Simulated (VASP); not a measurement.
Runs of VASP 6.6.1 on BAs2. The structure is that of space group I4/mmm (No. 139), or close to it. The cells are those of the table. 

| task | potentials or basis | cell | k mesh | cutoff (eV) | second run | gap on the mesh (eV) | pressure (GPa) | largest force (eV/Å) |
| --- | --- | --- | --- | --- | --- | --- | --- | --- |
| single point | VASP PAW PBE potentials, release 64 (B, As) | a = 5.644 Å, angles 98.1, 98.1, 136.0°, 6 atoms | 4 × 4 × 4 | 520 | - | none | 0.3 | (b) |
| relaxation of cell and atoms | VASP PAW PBE potentials, release 64 (B, As) | relaxed from a = 5.173 Å, angles 107.6, 107.6, 113.2°, 6 atoms | 4 × 4 × 4 | 600 | - | none | 0.2 | 0.02 |
| single point | VASP PAW PBE potentials, release 64 (B, As_d) | a = 5.644 Å, angles 98.1, 98.1, 136.0°, 6 atoms | 4 × 4 × 4 | 600 | valence_matched | none | 0.1 | 0.02 |
| single point | VASP PAW PBE potentials, release 64 (B, As) | a = 5.173 Å, angles 107.6, 107.6, 113.2°, 6 atoms | 4 × 4 × 4 | 520 | - | none | (a) | 8.63 |
| single point | VASP PAW PBE potentials, release 64 (B, As) | a = 5.648 Å, angles 98.1, 98.1, 136.0°, 6 atoms | 6 × 6 × 6 | 520 | - | none | 0.3 | 0.07 |

Alike in all rows: level PBE; no spin polarisation; smearing gaussian 0.1 eV.

Fill in the values left out.

(a) 35.6; (b) 0.08.

Caveats: some runs use coarse meshes; forces of over 1 eV/Å act on the atoms, so gaps and moduli don't describe the material at rest (some runs).

A k mesh can miss the band edges, and the runs leave out spin-orbit coupling on As.

A gap of «none» marks levels without a gap at the run's occupations.

The runs don't all hold the same shells in valence.
